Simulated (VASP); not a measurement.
# SnH7 (Fm-3m) in VASP: further runs

The runs below take SnH7 through single point, with PBE.

Everything below comes from runs of VASP 6.6.1. Logs are shortened: lines on timing, memory, paths and dates and some standing lists are left out, and cuts for length are marked.

**1. The cell of the first run**

The structure is cubic, space group Fm-3m (No. 225). Conventional cell: a = 5.899 Å, b = 5.899 Å, c = 5.899 Å, α = 90.00°, β = 90.00°, γ = 90.00°. Sn (site symmetry m-3m) has 12 H at 2.09 Å within 2.8 Å. H (site symmetry m-3m) has 12 H at 2.09 Å within 2.8 Å. H (site symmetry mmm) has 2 Sn at 2.09 Å and 10 H at 2.09 Å within 2.8 Å.

**2. Single point, PBE**

INCAR reads:

```
SYSTEM = SnH7
PREC = Accurate ; ENCUT = 520
EDIFF = 1E-6 ; ISMEAR = 0
SIGMA = 0.1 ; LREAL = .FALSE.
LASPH = .TRUE. ; NELM = 100
ALGO = Normal ; ISIF = 2
LWAVE = .FALSE. ; LCHARG = .FALSE.
GGA = PE ; NBANDS = 20
```

KPOINTS reads:

```
regular mesh
0
G
  4 4 4
  0 0 0
```

POSCAR reads:

```
SnH7
1.0
    0.0000000000      2.9497392661      2.9497392661
    2.9497392661      0.0000000000      2.9497392661
    2.9497392661      2.9497392661      0.0000000000
Sn H
1 7
Direct
    0.0000000000      0.0000000000      0.0000000000
    0.5000000000      0.5000000000      0.5000000000
    0.5000000000      0.0000000000      0.0000000000
    0.5000000000      0.0000000000      0.5000000000
    0.0000000000      0.5000000000      0.5000000000
    0.0000000000      0.5000000000      0.0000000000
    0.5000000000      0.5000000000      0.0000000000
    0.0000000000      0.0000000000      0.5000000000
```

Potentials or basis: VASP PAW PBE potentials, release 64 (Sn_d, H).

The run is started by

```
cat potpaw_PBE.64/Sn_d/POTCAR potpaw_PBE.64/H/POTCAR > POTCAR
mpirun -np 1 vasp_std > vasp.out
```

OUTCAR:

```text
SYSTEM = SnH7
   PREC = Accurate
   ENCUT = 520
   EDIFF = 1E-6
   ISMEAR = 0
   LREAL = .FALSE.
   LASPH = .TRUE.
   NELM = 100
   ISIF = 2
   GGA = PE

 ion  position               nearest neighbor table
   1  0.000  0.000  0.000-   3 2.09   6 2.09   8 2.09   4 2.09   5 2.09   8 2.09   5 2.09   6 2.09
                             7 2.09   3 2.09   4 2.09   7 2.09
   2  0.500  0.500  0.500-
   3  0.500  0.000  0.000-   1 2.09   1 2.09
   4  0.500  0.000  0.500-   1 2.09   1 2.09
   5  0.000  0.500  0.500-   1 2.09   1 2.09
   6  0.000  0.500  0.000-   1 2.09   1 2.09
   7  0.500  0.500  0.000-   1 2.09   1 2.09
   8  0.000  0.000  0.500-   1 2.09   1 2.09

  LATTYP: Found a face centered cubic cell.
 ALAT       =     5.8994785322

  Lattice vectors:

 A1 = (   0.0000000000,   2.9497392661,   2.9497392661)
 A2 = (   2.9497392661,   0.0000000000,   2.9497392661)
 A3 = (   2.9497392661,   2.9497392661,   0.0000000000)

Analysis of symmetry for initial positions (statically):
=====================================================================
 Subroutine PRICEL returns:
 Original cell was already a primitive cell.

 Routine SETGRP: Setting up the symmetry group for a
 face centered cubic supercell.

 Subroutine GETGRP returns: Found 48 space group operations
[... 9 lines left out ...]

 Routine SETGRP: Setting up the symmetry group for a
 face centered cubic supercell.

 Subroutine GETGRP returns: Found 48 space group operations
[... 11 lines left out ...]
                                     Primitive cell

  volume of cell :      51.3311

  direct lattice vectors                    reciprocal lattice vectors
     0.000000000  2.949739266  2.949739266    -0.169506507  0.169506507  0.169506507
     2.949739266  0.000000000  2.949739266     0.169506507 -0.169506507  0.169506507
     2.949739266  2.949739266  0.000000000     0.169506507  0.169506507 -0.169506507

  length of vectors
     4.171561276  4.171561276  4.171561276     0.293593883  0.293593883  0.293593883

  position of ions in fractional coordinates (direct lattice)
     0.000000000  0.000000000  0.000000000
     0.500000000  0.500000000  0.500000000
     0.500000000  0.000000000  0.000000000
     0.500000000  0.000000000  0.500000000
     0.000000000  0.500000000  0.500000000
     0.000000000  0.500000000  0.000000000
     0.500000000  0.500000000  0.000000000
     0.000000000  0.000000000  0.500000000

  ion indices of the primitive-cell ions
   primitive index   ion index
                 1           1
                 2           2
                 3           3
                 4           4
                 5           5
                 6           6
                 7           7
                 8           8

----------------------------------------------------------------------------------------

 KPOINTS: regular mesh

Automatic generation of k-mesh.
 Grid dimensions read from file:
 generate k-points for:    4    4    4

 Generating k-lattice:

  Cartesian coordinates                     Fractional coordinates (reciprocal lattice)
    -0.042376627  0.042376627  0.042376627     0.250000000  0.000000000  0.000000000
     0.042376627 -0.042376627  0.042376627     0.000000000  0.250000000  0.000000000
     0.042376627  0.042376627 -0.042376627     0.000000000  0.000000000  0.250000000

  Length of vectors
     0.073398471  0.073398471  0.073398471

  Shift w.r.t. Gamma in fractional coordinates (k-lattice)
     0.000000000  0.000000000  0.000000000

 Subroutine IBZKPT returns following result:
 ===========================================

 Found      8 irreducible k-points:

 Following reciprocal coordinates:
            Coordinates               Weight
  0.000000  0.000000  0.000000      1.000000
  0.250000  0.000000  0.000000      8.000000
  0.500000  0.000000  0.000000      4.000000
  0.250000  0.250000  0.000000      6.000000
  0.500000  0.250000  0.000000     24.000000
 -0.250000  0.250000  0.000000     12.000000
  0.500000  0.500000  0.000000      3.000000
 -0.250000  0.500000  0.250000      6.000000
   k-points           NKPTS =      8   k-points in BZ     NKDIM =      8   number of bands    NBANDS=     20
   number of dos      NEDOS =    301   number of ions     NIONS =      8
   total plane-waves  NPLWV =  32768
   dimension x,y,z NGX =    32 NGY =   32 NGZ =   32
   dimension x,y,z NGXF=    64 NGYF=   64 NGZF=   64
   ions per type =               1   7
   NGX,Y,Z   is equivalent  to a cutoff of  12.75, 12.75, 12.75 a.u.
   NGXF,Y,Z  is equivalent  to a cutoff of  25.51, 25.51, 25.51 a.u.
 SYSTEM =  SnH7
   PREC   = accura    normal or accurate (medium, high low for compatibility)
   ISTART =      0    job   : 0-new  1-cont  2-samecut
   ICHARG =      2    charge: 1-file 2-atom 10-const
   ISPIN  =      1    spin polarized calculation?
   LNONCOLLINEAR =      F non collinear calculations
   LSORBIT =      F    spin-orbit coupling
   LASPH  =      T    aspherical Exc in radial PAW
   ENCUT  =  520.0 eV  38.22 Ry    6.18 a.u.   7.76  7.76  7.76*2*pi/ulx,y,z
   NELM   =    100;   NELMIN=  2; NELMDL= -5     # of ELM steps
   EDIFF  = 0.1E-05   stopping-criterion for ELM
   LREAL  =      F    real-space projection
   EDIFFG = 0.1E-04   stopping-criterion for IOM
   NSW    =      0    number of steps for IOM
   IBRION =     -1    ionic relax: 0-MD 1-quasi-New 2-CG
   NFREE  =      0    steps in history (QN), initial steepest desc. (CG)
   ISIF   =      2    stress and relaxation
   ISYM   =      2    0-nonsym 1-usesym 2-fastsym
   POTIM  = 0.5000    time-step for ionic-motion
   TEBEG  =    0.0;   TEEND  =   0.0 temperature during run
   PSTRESS=    0.0 pullay stress
   NELECT =      21.0000    total number of electrons
   NUPDOWN=      -1.0000    fix difference up-down
   EMIN   =  10.00;   EMAX   =-10.00  energy-range for DOS
   EFERMI =   0.00;   METHOD = LEGACY
   ISMEAR =     0;   SIGMA  =   0.10  broadening in eV -4-tet -1-fermi 0-gaus
   EFERMI_NEDOS =   21; number of points for ismear=-14 and -15
   IALGO  =     38    algorithm
   IMIX   =      4    mixing-type and parameters
     AMIX     =   0.40;   BMIX     =  1.00
     AMIX_MAG =   1.60;   BMIX_MAG =  1.00
  volume/ion in A,a.u.               =       6.42        43.30
  Fermi-wavevector in a.u.,A,eV,Ry     =   1.215312  2.296606 20.095563  1.476982
  Thomas-Fermi vector in A             =   2.350703
   LORBIT       =      0    0 simple, 1 ext, 2 COOP (PROOUT), +10 PAW based schemes
   GGA     = PE    functional components
   LHFCALC =     F    Hartree Fock is set to
   AEXX    =    0.0000 exact exchange contribution
   IVDW    =     0    specifies the selected vdW correction
   LEPSILON=     F    determine dielectric tensor
   LRPA    =     F    only Hartree local field effects (RPA)
 non-spin polarized calculation
 Gauss-broadening in eV      SIGMA  =   0.10
  energy-cutoff  :      520.00
  volume of cell :       51.33
 maximum number of plane-waves:      1411
 NGX is ok and might be reduce to    32
   NGX = 15   NGY = 15   NGZ = 15

 number of electron      20.9999998 magnetization

 Free energy of the ion-electron system (eV)
  ---------------------------------------------------
  ext. energy  EPLUGINS =         0.00000000
  ---------------------------------------------------
  free energy    TOTEN  =       -18.54625777 eV

  energy without entropy =      -18.52770201  energy(sigma->0) =      -18.53697989

 E-fermi :   4.4629     XC(G=0): -10.3714

 val. band max:        4.4494617220   @ k =   0.2500   0.0000   0.0000
 cond. band min:       4.6232317727   @ k =   0.5000   0.2500   0.0000
 fundamental gap:      0.1737700507
 Fermi energy:         4.4628780563

 k-point     1 :       0.0000    0.0000    0.0000
  band No.  band energies     occupation
      1     -17.2020      2.00000
      2     -17.2020      2.00000
      3     -17.2020      2.00000
      4     -17.1554      2.00000
      5     -17.1554      2.00000
      6      -8.1395      2.00000
[... 12 lines left out ...]
     19      12.8437      0.00000
     20      12.8437      0.00000

 k-point     2 :       0.2500    0.0000    0.0000
  band No.  band energies     occupation
      1     -17.1948      2.00000
      2     -17.1906      2.00000
      3     -17.1906      2.00000
      4     -17.1496      2.00000
      5     -17.1496      2.00000
      6      -7.3494      2.00000
[... 12 lines left out ...]
     19      14.7381      0.00000
     20      15.9523      0.00000

 k-point     3 :       0.5000    0.0000    0.0000
  band No.  band energies     occupation
      1     -17.1880      2.00000
      2     -17.1857      2.00000
      3     -17.1857      2.00000
      4     -17.1373      2.00000
      5     -17.1373      2.00000
      6      -5.4696      2.00000
[... 12 lines left out ...]
     19      16.6881      0.00000
     20      19.0381      0.00000

 k-point     4 :       0.2500    0.2500    0.0000
  band No.  band energies     occupation
      1     -17.2087      2.00000
      2     -17.1745      2.00000
      3     -17.1745      2.00000
      4     -17.1605      2.00000
      5     -17.1433      2.00000
      6      -7.0842      2.00000
[... 12 lines left out ...]
     19      14.2101      0.00000
     20      18.2173      0.00000

 k-point     5 :       0.5000    0.2500    0.0000
  band No.  band energies     occupation
      1     -17.1989      2.00000
      2     -17.1683      2.00000
      3     -17.1646      2.00000
      4     -17.1529      2.00000
      5     -17.1358      2.00000
      6      -5.3229      2.00000
[... 12 lines left out ...]
     19      17.2708      0.00000
     20      18.9027      0.00000

 k-point     6 :      -0.2500    0.2500    0.0000
  band No.  band energies     occupation
      1     -17.1864      2.00000
      2     -17.1826      2.00000
      3     -17.1733      2.00000
      4     -17.1497      2.00000
      5     -17.1421      2.00000
      6      -6.0603      2.00000
[... 12 lines left out ...]
     19      16.9045      0.00000
     20      17.0218      0.00000

 k-point     7 :       0.5000    0.5000    0.0000
  band No.  band energies     occupation
      1     -17.2155      2.00000
      2     -17.1670      2.00000
      3     -17.1464      2.00000
      4     -17.1464      2.00000
      5     -17.1312      2.00000
      6      -4.2406      2.00000
[... 12 lines left out ...]
     19      17.5942      0.00000
     20      17.5951      0.00000

 k-point     8 :      -0.2500    0.5000    0.2500
  band No.  band energies     occupation
      1     -17.1815      2.00000
      2     -17.1815      2.00000
      3     -17.1580      2.00000
      4     -17.1465      2.00000
      5     -17.1396      2.00000
      6      -3.9446      2.00000
[... 12 lines left out ...]
     19      17.6775      0.00000
     20      18.0048      0.00000

------------------------ aborting loop because EDIFF is reached ----------------------------------------

  FORCE on cell =-STRESS in cart. coord.  units (eV):
  Direction    XX          YY          ZZ          XY          YZ          ZX
  --------------------------------------------------------------------------------------
  -------------------------------------------------------------------------------------
  Total       -0.0132039     -0.0132039     -0.0132039      0.0000000      0.0000000     -0.0000000
  in kB       -0.4121270     -0.4121270     -0.4121270      0.0000000      0.0000000     -0.0000000
  external PRESSURE =      -0.4121270 kB  Pullay stress =       0.0000000 kB

 VOLUME and BASIS-vectors are now :
 -----------------------------------------------------------------------------
  energy-cutoff  :      520.00
  volume of cell :       51.33
      direct lattice vectors                 reciprocal lattice vectors
     0.000000000  2.949739266  2.949739266    -0.169506507  0.169506507  0.169506507
     2.949739266  0.000000000  2.949739266     0.169506507 -0.169506507  0.169506507
     2.949739266  2.949739266  0.000000000     0.169506507  0.169506507 -0.169506507

 POSITION                                       TOTAL-FORCE (eV/Angst)
 -----------------------------------------------------------------------------------
      0.00000      0.00000      0.00000         0.000000     -0.000000     -0.000000
      2.94974      2.94974      2.94974        -0.000000      0.000000      0.000000
      0.00000      1.47487      1.47487         0.000000     -0.000000     -0.000000
      1.47487      2.94974      1.47487        -0.000000     -0.000000      0.000000
      2.94974      1.47487      1.47487         0.000000      0.000000     -0.000000
      1.47487      0.00000      1.47487        -0.000000     -0.000000      0.000000
      1.47487      1.47487      2.94974        -0.000000     -0.000000     -0.000000
      1.47487      1.47487      0.00000         0.000000      0.000000     -0.000000
 -----------------------------------------------------------------------------------
    total drift:                                0.000000     -0.000000     -0.000000

  FREE ENERGIE OF THE ION-ELECTRON SYSTEM (eV)
  ---------------------------------------------------
  free  energy   TOTEN  =       -18.5462577749 eV

  energy  without entropy=      -18.5277020074  energy(sigma->0) =      -18.53697989
```

Run time: 11 s. Hardware: 1 thread of Intel Xeon Platinum 8259CL at 2.50GHz (Skylake/Cascade Lake), shared host; peak memory 0.17 GiB.

What came out:

```
Free energy : -18.5463 eV
Pressure    : 0.0 GPa
```

Caveat: the k points lie up to 0.46 Å⁻¹ apart; spin-orbit coupling is left out, which moves the levels of the heavy elements.

**3. Single point, PBE**

This run uses another cell than the first one, of 9.69 Å³/atom, 1.510 times its volume.

INCAR reads:

```
SYSTEM = SnH7
ALGO     = Normal         ! electronic algorithm
EDIFF    = 1E-6           ! SCF threshold, eV
ENCUT    = 520            ! plane-wave cutoff, eV
GGA      = PE             ! functional
ISIF     = 2              ! what is computed and relaxed
ISMEAR   = 0              ! smearing method
LASPH    = .True.         ! aspherical terms in the spheres
LCHARG   = .False.        ! write CHGCAR
LREAL    = .False.        ! projectors in reciprocal space
LWAVE    = .False.        ! write WAVECAR
NBANDS   = 20             ! bands
NELM     = 60             ! most SCF steps
PREC     = Accurate       ! precision mode
SIGMA    = 0.1            ! smearing width, eV
```

KPOINTS reads:

```
k-points
0
Gamma
  4 4 4
  0 0 0
```

POSCAR: that of step 2 with these lines changed.

```diff
@@ -2,5 +2,5 @@
 1.0
-    0.0000000000      2.9497392661      2.9497392661
-    2.9497392661      0.0000000000      2.9497392661
-    2.9497392661      2.9497392661      0.0000000000
+    0.0000000000      3.3842059400      3.3842059400
+    3.3842059400      0.0000000000      3.3842059400
+    3.3842059400      3.3842059400      0.0000000000
 Sn H
```

Potentials or basis: VASP PAW PBE potentials, release 64 (Sn_d, H).

The run is started by

```
cat potpaw_PBE.64/Sn_d/POTCAR potpaw_PBE.64/H/POTCAR > POTCAR
mpirun -np 1 vasp_std > vasp.out
```

Run time: 15 s. Hardware: 1 thread of Intel Xeon Platinum 8259CL at 2.50GHz (Skylake/Cascade Lake), shared host; peak memory 0.2 GiB.

It converged, with:

```
Free energy : -16.9418 eV
Pressure    : -14.0 GPa
```

Levels at points of the mesh, in eV from the Fermi level:
```
           k point  band 6  band 7  band 8  band 9  band 10  band 11  band 12  band 13  band 14  band 15
(0.00, 0.00, 0.00)   -9.31   -1.12   -1.12   -1.12    -0.95     1.07     1.07     1.43     1.43     1.43
(0.50, 0.00, 0.00)   -7.71   -5.94   -1.60   -1.60    -0.46    -0.46    -0.41    -0.03     4.68     4.68
(0.50, 0.50, 0.00)   -7.02   -5.50   -3.14   -3.14    -2.17    -2.00     1.55     2.52     6.35     6.35
```

Caveat: the k points lie up to 0.40 Å⁻¹ apart; spin-orbit coupling is left out, which moves the levels of the heavy elements.
